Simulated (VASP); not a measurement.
# Mg (P6_3/mmc) in VASP: notebook

Runs on Mg. Level: LDA. Tasks: single point, relaxation of cell and atoms.

Program: VASP 6.6.1. These are calculated values, not measurements. Logs are shortened: lines on timing, memory, paths and dates and some standing lists are left out, and cuts for length are marked.

### Step 1. The cell of the first run

The structure is hexagonal, space group P6_3/mmc (No. 194). The conventional cell has a = 3.136 Å, b = 3.136 Å, c = 5.073 Å, α = 90.00°, β = 90.00°, γ = 120.00°. Mg (site symmetry -6m2) has 12 Mg at 3.12 to 3.14 Å within 4.1 Å.

### Step 2. Single point, LDA

Contents of INCAR:

```
SYSTEM = Mg
  PREC = Accurate
  ENCUT = 520
  EDIFF = 1E-7
  ISMEAR = 0
  SIGMA = 0.1
  LREAL = .FALSE.
  LASPH = .TRUE.
  NELM = 100
  ALGO = Fast
  ISIF = 2
  LWAVE = .FALSE.
  LCHARG = .FALSE.
  GGA = CA
  NBANDS = 9
```

Contents of KPOINTS:

```
regular mesh
0
G
  18 18 10
  0 0 0
```

Contents of POSCAR:

```
Mg
1.0
    3.1363601360      0.0000000000      0.0000000000
   -1.5681800680      2.7161675532      0.0000000000
    0.0000000000      0.0000000000      5.0729852018
Mg
2
Direct
    0.3333333333      0.6666666667      0.2500000000
    0.6666666667      0.3333333333      0.7500000000
```

Potentials or basis: VASP PAW LDA potentials, release 64 (Mg).

On the command line:

```
cat potpaw_LDA.64/Mg/POTCAR > POTCAR
mpirun -np 1 vasp_std > vasp.out
```

OUTCAR:

```text
SYSTEM = Mg
   PREC = Accurate
   ENCUT = 520
   EDIFF = 1E-7
   ISMEAR = 0
   LREAL = .FALSE.
   LASPH = .TRUE.
   NELM = 100
   ISIF = 2
   GGA = CA

 ion  position               nearest neighbor table
   1  0.333  0.667  0.250-   2 3.12   2 3.12   2 3.12   2 3.12   2 3.12   2 3.12
   2  0.667  0.333  0.750-   1 3.12   1 3.12   1 3.12   1 3.12   1 3.12   1 3.12

  LATTYP: Found a hexagonal cell.
 ALAT       =     3.1363601360
 C/A-ratio  =     1.6174753478

  Lattice vectors:

 A1 = (   3.1363601360,   0.0000000000,   0.0000000000)
 A2 = (  -1.5681800680,   2.7161675532,   0.0000000000)
 A3 = (   0.0000000000,   0.0000000000,   5.0729852018)

Analysis of symmetry for initial positions (statically):
=====================================================================
 Subroutine PRICEL returns:
 Original cell was already a primitive cell.

 Routine SETGRP: Setting up the symmetry group for a
 hexagonal supercell.

 Subroutine GETGRP returns: Found 24 space group operations
 (whereof 12 operations were pure point group operations)
 out of a pool of 24 trial point group operations.

The static configuration has the point symmetry D_3d.
 The point group associated with its full space group is D_6h.

Analysis of symmetry for dynamics (positions and initial velocities):
=====================================================================
 Subroutine PRICEL returns:
 Original cell was already a primitive cell.

 Routine SETGRP: Setting up the symmetry group for a
 hexagonal supercell.

 Subroutine GETGRP returns: Found 24 space group operations
 (whereof 12 operations were pure point group operations)
 out of a pool of 24 trial point group operations.

The dynamic configuration has the point symmetry D_3d.
 The point group associated with its full space group is D_6h.

 Subroutine INISYM returns: Found 24 space group operations
 (whereof 12 operations are pure point group operations),
 and found     1 'primitive' translations

----------------------------------------------------------------------------------------

                                     Primitive cell

  volume of cell :      43.2162

  direct lattice vectors                    reciprocal lattice vectors
     3.136360136  0.000000000  0.000000000     0.318840936  0.184082900  0.000000000
    -1.568180068  2.716167553  0.000000000     0.000000000  0.368165800  0.000000000
[... 90 lines left out ...]
   NFREE  =      0    steps in history (QN), initial steepest desc. (CG)
   ISIF   =      2    stress and relaxation
   ISYM   =      2    0-nonsym 1-usesym 2-fastsym
   POTIM  = 0.5000    time-step for ionic-motion
   TEBEG  =    0.0;   TEEND  =   0.0 temperature during run
   PSTRESS=    0.0 pullay stress
   NELECT =       4.0000    total number of electrons
   NUPDOWN=      -1.0000    fix difference up-down
   EMIN   =  10.00;   EMAX   =-10.00  energy-range for DOS
   EFERMI =   0.00;   METHOD = LEGACY
   ISMEAR =     0;   SIGMA  =   0.10  broadening in eV -4-tet -1-fermi 0-gaus
   EFERMI_NEDOS =   21; number of points for ismear=-14 and -15
   IALGO  =     68    algorithm
   IMIX   =      4    mixing-type and parameters
     AMIX     =   0.40;   BMIX     =  1.00
     AMIX_MAG =   1.60;   BMIX_MAG =  1.00
  volume/ion in A,a.u.               =      21.61       145.82
  Fermi-wavevector in a.u.,A,eV,Ry     =   0.740536  1.399410  7.461346  0.548393
  Thomas-Fermi vector in A             =   1.834962
   LORBIT       =      0    0 simple, 1 ext, 2 COOP (PROOUT), +10 PAW based schemes
   GGA     = CA    functional components
   LHFCALC =     F    Hartree Fock is set to
   AEXX    =    0.0000 exact exchange contribution
   IVDW    =     0    specifies the selected vdW correction
   LEPSILON=     F    determine dielectric tensor
   LRPA    =     F    only Hartree local field effects (RPA)
 non-spin polarized calculation
 RMM-DIIS sequential band-by-band and
 Gauss-broadening in eV      SIGMA  =   0.10
  energy-cutoff  :      520.00
  volume of cell :       43.22
 maximum number of plane-waves:      1186
 NGX is ok and might be reduce to    24
   NGX = 11   NGY = 11   NGZ = 19

 number of electron       4.0000000 magnetization

 Free energy of the ion-electron system (eV)
  ---------------------------------------------------
  ext. energy  EPLUGINS =         0.00000000
  ---------------------------------------------------
  free energy    TOTEN  =        -3.62250115 eV

  energy without entropy =       -3.61832165  energy(sigma->0) =       -3.62041140

 E-fermi :   2.7780     XC(G=0):  -8.8769

 val. band max:        2.7673511551   @ k =   0.2778   0.2222   0.2000
 cond. band min:       2.7884754825   @ k =   0.2222   0.0556   0.0000
 fundamental gap:      0.0211243274
 Fermi energy:         2.7779538004

 k-point     1 :       0.0000    0.0000    0.0000
  band No.  band energies     occupation
      1      -4.3926      2.00000
      2       1.0601      2.00000
      3       1.5535      2.00000
      4      13.9984      0.00000
      5      13.9984      0.00000
      6      14.1572      0.00000
      7      14.1572      0.00000
      8      14.9821      0.00000
      9      16.6919      0.00000
[... 265 lines left out ...]
 k-point    24 :       0.3889    0.1111    0.0000
  band No.  band energies     occupation
      1      -0.2663      2.00000
      2       1.8500      2.00000
      3       4.8900      0.00000
      4       5.5445      0.00000
      5       6.8878      0.00000
      6       6.9949      0.00000
      7       8.6905      0.00000
      8      12.2020      0.00000
      9      13.2306      0.00000

 [... further k-points ...]

------------------------ aborting loop because EDIFF is reached ----------------------------------------

  FORCE on cell =-STRESS in cart. coord.  units (eV):
  Direction    XX          YY          ZZ          XY          YZ          ZX
  --------------------------------------------------------------------------------------
  -------------------------------------------------------------------------------------
  Total       -0.0891447     -0.0891447     -0.0895339      0.0000000      0.0000000      0.0000000
  in kB       -3.3049135     -3.3049135     -3.3193426      0.0000000      0.0000000      0.0000000
  external PRESSURE =      -3.3097232 kB  Pullay stress =       0.0000000 kB

 VOLUME and BASIS-vectors are now :
 -----------------------------------------------------------------------------
  energy-cutoff  :      520.00
  volume of cell :       43.22
      direct lattice vectors                 reciprocal lattice vectors
     3.136360136  0.000000000  0.000000000     0.318840936  0.184082900  0.000000000
    -1.568180068  2.716167553  0.000000000     0.000000000  0.368165800  0.000000000
     0.000000000  0.000000000  5.072985202     0.000000000  0.000000000  0.197122594

 POSITION                                       TOTAL-FORCE (eV/Angst)
 -----------------------------------------------------------------------------------
     -0.00000      1.81078      1.26825        -0.000000      0.000000      0.000000
      1.56818      0.90539      3.80474         0.000000     -0.000000      0.000000
 -----------------------------------------------------------------------------------
    total drift:                                0.000000     -0.000000      0.000000

  FREE ENERGIE OF THE ION-ELECTRON SYSTEM (eV)
  ---------------------------------------------------
  free  energy   TOTEN  =        -3.6225011503 eV

  energy  without entropy=       -3.6183216460  energy(sigma->0) =       -3.62041140
```

stdout:

```text
POSCAR found type information on POSCAR Mg
 POSCAR found :  1 types and       2 ions
 scaLAPACK will be used
 LDA part: xc-table for (Slater(with rela. corr.)+CA(PZ))
 , standard interpolation
 POSCAR, INCAR and KPOINTS ok, starting setup
 FFT: planning ... GRIDC
 FFT: planning ... GRID_SOFT
 FFT: planning ... GRID
 WAVECAR not read
 entering main loop
```

It took 18 s on 1 thread of Intel Xeon 6975P-C (Granite Rapids), shared host; peak memory 0.2 GiB.

What came out:

```yaml
Free_energy: -3.6225 eV
Pressure: -0.3 GPa
Band_gap_on_the_k_mesh: zero (band 2 reaches 3.81 eV, above the bottom of band 3 at 1.55 eV)
```

Levels at points of the mesh, in eV from the Fermi level:
| k point | band 1 | band 2 | band 3 | band 4 | band 5 | band 6 | band 7 |
| --- | --- | --- | --- | --- | --- | --- | --- |
| (0.00, 0.00, 0.00) | -7.17 | -1.72 | -1.22 | 11.22 | 11.22 | 11.38 | 11.38 |
| (0.50, 0.00, 0.00) | -2.22 | -2.20 | 2.76 | 3.11 | 3.45 | 3.85 | 7.10 |
| (0.00, 0.00, 0.50) | -5.72 | -5.72 | 5.27 | 5.27 | 11.98 | 11.98 | 11.98 |
| (0.50, 0.00, 0.50) | -1.14 | -1.14 | -0.45 | -0.45 | 8.26 | 8.26 | 8.30 |

### Step 3. Relaxation of cell and atoms, LDA, target pressure 100 GPa, at which the enthalpy is minimised

This run uses another cell than the first one, of 11.00 Å³/atom, 0.509 times its volume.

Contents of INCAR:

```
PREC = Accurate
ENCUT = 600
EDIFF = 1E-6
ISMEAR = 0
SIGMA = 0.1
LREAL = False
LASPH = True
NELM = 60
ALGO = Normal
ISIF = 3
LWAVE = False
LCHARG = False
IBRION = 2
NSW = 70
EDIFFG = -0.004
PSTRESS = 1000.0
```

Contents of KPOINTS:

```
Automatic mesh
0
Gamma
  18 18 10
```

Contents of POSCAR:

```
Mg
1.0
    2.5036239518      0.0000000000      0.0000000000
   -1.2518119759      2.1682019437      0.0000000000
    0.0000000000      0.0000000000      4.0534554793
Mg
2
Direct
    0.3333333333      0.6666666667      0.2500000000
    0.6666666667      0.3333333333      0.7500000000
```

Potentials or basis: VASP PAW LDA potentials, release 64 (Mg).

On the command line:

```
cat potpaw_LDA.64/Mg/POTCAR > POTCAR
mpirun -np 1 vasp_std > vasp.out
```

OUTCAR:

```text
PREC = Accurate
   ENCUT = 600
   EDIFF = 1E-6
   ISMEAR = 0
   LREAL = False
   LASPH = True
   NELM = 60
   ISIF = 3
   IBRION = 2
   NSW = 70
   EDIFFG = -0.004
   PSTRESS = 1000.0

 ion  position               nearest neighbor table
   1  0.333  0.667  0.250-   2 2.49   2 2.49   2 2.49   2 2.49   2 2.49   2 2.49   2 3.53   2 3.53
                             2 3.53   2 3.53   2 3.53   2 3.53
   2  0.667  0.333  0.750-   1 2.49   1 2.49   1 2.49   1 2.49   1 2.49   1 2.49   1 3.53   1 3.53
                             1 3.53   1 3.53   1 3.53   1 3.53

  LATTYP: Found a hexagonal cell.
 ALAT       =     2.5036239518
 C/A-ratio  =     1.6190352694

  Lattice vectors:

 A1 = (   2.5036239518,   0.0000000000,   0.0000000000)
 A2 = (  -1.2518119759,   2.1682019437,   0.0000000000)
 A3 = (   0.0000000000,   0.0000000000,   4.0534554793)

Analysis of symmetry for initial positions (statically):
=====================================================================
 Subroutine PRICEL returns:
 Original cell was already a primitive cell.

 Routine SETGRP: Setting up the symmetry group for a
 hexagonal supercell.

 Subroutine GETGRP returns: Found 24 space group operations
 (whereof 12 operations were pure point group operations)
 out of a pool of 24 trial point group operations.

The static configuration has the point symmetry D_3d.
 The point group associated with its full space group is D_6h.

Analysis of symmetry for dynamics (positions and initial velocities):
=====================================================================
 Subroutine PRICEL returns:
 Original cell was already a primitive cell.

 Routine SETGRP: Setting up the symmetry group for a
 hexagonal supercell.

 Subroutine GETGRP returns: Found 24 space group operations
 (whereof 12 operations were pure point group operations)
 out of a pool of 24 trial point group operations.

The dynamic configuration has the point symmetry D_3d.
 The point group associated with its full space group is D_6h.

[... 123 lines left out ...]
   GGA     = CA    functional components
   LHFCALC =     F    Hartree Fock is set to
   AEXX    =    0.0000 exact exchange contribution
   IVDW    =     0    specifies the selected vdW correction
   LEPSILON=     F    determine dielectric tensor
   LRPA    =     F    only Hartree local field effects (RPA)
 conjugate gradient relaxation of ions
 non-spin polarized calculation
 Gauss-broadening in eV      SIGMA  =   0.10
  energy-cutoff  :      600.00
  volume of cell :       22.00
 maximum number of plane-waves:       762
 NGX is ok and might be reduce to    20
   NGX =  9   NGY =  9   NGZ = 17

--------------------------------------- Ionic step        1  -------------------------------------------

 number of electron       4.0000000 magnetization

 Free energy of the ion-electron system (eV)
  ---------------------------------------------------
  ext. energy  EPLUGINS =         0.00000000
  ---------------------------------------------------
  free energy    TOTEN  =         0.19288092 eV

  energy without entropy =        0.19531673  energy(sigma->0) =        0.19409882

------------------------ aborting loop because EDIFF is reached ----------------------------------------

  FORCE on cell =-STRESS in cart. coord.  units (eV):
  Direction    XX          YY          ZZ          XY          YZ          ZX
  --------------------------------------------------------------------------------------
  -------------------------------------------------------------------------------------
  Total       13.9833712     13.9833712     13.9860237     -0.0000000      0.0000000      0.0000000
  in kB     1018.1886135   1018.1886134   1018.3817470     -0.0000000      0.0000000      0.0000000
  external PRESSURE =      18.2529913 kB  Pullay stress =    1000.0000000 kB
[... 63 lines left out ...]
--------------------------------------- Ionic step        3  -------------------------------------------

 number of electron       4.0000000 magnetization

 Free energy of the ion-electron system (eV)
  ---------------------------------------------------
  ext. energy  EPLUGINS =         0.00000000
  ---------------------------------------------------
  free energy    TOTEN  =         0.11957461 eV

  energy without entropy =        0.12201469  energy(sigma->0) =        0.12079465

 E-fermi :   7.7199     XC(G=0): -11.3831

 val. band max:        7.6772422279   @ k =   0.3333  -0.0000   0.0000
 cond. band min:       7.7407429960   @ k =   0.2222   0.2222   0.1000
 fundamental gap:      0.0635007681
 Fermi energy:         7.7198533325

 k-point     1 :       0.0000    0.0000    0.0000
  band No.  band energies     occupation
      1      -2.8987      2.00000
      2       4.9193      2.00000
      3       6.4585      2.00000
      4      23.3058      0.00000
      5      23.3058      0.00000
      6      24.4133      0.00000
[... 199 lines left out ...]
 k-point    24 :       0.3889    0.1111    0.0000
  band No.  band energies     occupation
      1       3.3197      2.00000
      2       6.3927      2.00000
      3      10.0862      0.00000
      4      11.6075      0.00000
      5      13.2236      0.00000
      6      14.1719      0.00000

 [... further k-points ...]
[... 5 lines left out ...]
  --------------------------------------------------------------------------------------
  -------------------------------------------------------------------------------------
  Total       13.8057305     13.8057305     13.8031317     -0.0000000      0.0000000      0.0000000
  in kB      999.9641866    999.9641865    999.7759508     -0.0000000      0.0000000      0.0000000
  external PRESSURE =      -0.0985587 kB  Pullay stress =    1000.0000000 kB
[... 21 lines left out ...]
  energy  without entropy=        0.1220146932  energy(sigma->0) =        0.12079465

  enthalpy is  TOTEN    =        13.9257995543 eV   P V=       13.8062249450

 reached required accuracy - stopping structural energy minimisation
```

OSZICAR:

```text
N       E                     dE             d eps       ncg     rms          rms(c)
DAV:   1     0.478697890937E+01    0.47870E+01   -0.16891E+03  2670   0.579E+02
DAV:   2     0.536774911134E-01   -0.47333E+01   -0.44366E+01  3798   0.438E+01
DAV:   3     0.285721742568E-01   -0.25105E-01   -0.24917E-01  3450   0.410E+00
DAV:   4     0.285031827828E-01   -0.68991E-04   -0.68989E-04  3726   0.174E-01
[... 14 lines left out ...]
       N       E                     dE             d eps       ncg     rms          rms(c)
DAV:   1     0.119480907819E+00    0.17399E+00   -0.46682E-03  2856   0.587E-01    0.249E-02
DAV:   2     0.119541107177E+00    0.60199E-04   -0.20710E-05  3306   0.447E-02    0.150E-02
DAV:   3     0.119574636846E+00    0.33530E-04   -0.86478E-06  3144   0.276E-02    0.136E-03
DAV:   4     0.119574609217E+00   -0.27628E-07   -0.71351E-08  1500   0.226E-03
   3 F= 0.13925800E+02 E0= 0.13927020E+02  d E =-.657897E-03
```

Run time: 16 s. Hardware: 1 thread of Intel Xeon 6975P-C (Granite Rapids), shared host; peak memory 0.16 GiB.

Results:

```
Free energy                                            : 0.1196 eV
Relaxed volume                                         : 11.06 Å³/atom
Relaxed cell                                           : a = 2.508 Å, b = 2.508 Å, c = 4.061 Å, α = 90.00°, β = 90.00°, γ = 120.00°
Space group after relaxing (to 0.05 Å)                 : P6_3/mmc (No. 194)
Energy change on relaxing (the enthalpy is what falls) : -36.7 meV/atom
Ionic steps                                            : 3
Pressure after relaxing                                : 100.0 GPa
Band gap on the k mesh                                 : zero (band 2 reaches 8.70 eV, above the bottom of band 3 at 6.46 eV)
```

The path:
| step | energy change (eV) | largest force (eV/Å) | pressure (GPa) | volume (Å³) |
| --- | --- | --- | --- | --- |
| 1 | 0.0000 | 0.0000 | 101.83 | 22.00 |
| 2 | -0.2474 | 0.0000 | 95.65 | 22.41 |
| 3 | -0.0733 | 0.0000 | 99.99 | 22.12 |

Final structure:
```
CELL_PARAMETERS angstrom
2.50802 0.00000 0.00000
-1.25401 2.17200 0.00000
0.00000 0.00000 4.06064
ATOMIC_POSITIONS crystal
Mg 0.33333 0.66667 0.25000
Mg 0.66667 0.33333 0.75000
```

Caveat: the cell is relaxed towards a set pressure, so the enthalpy falls and the energy may rise.
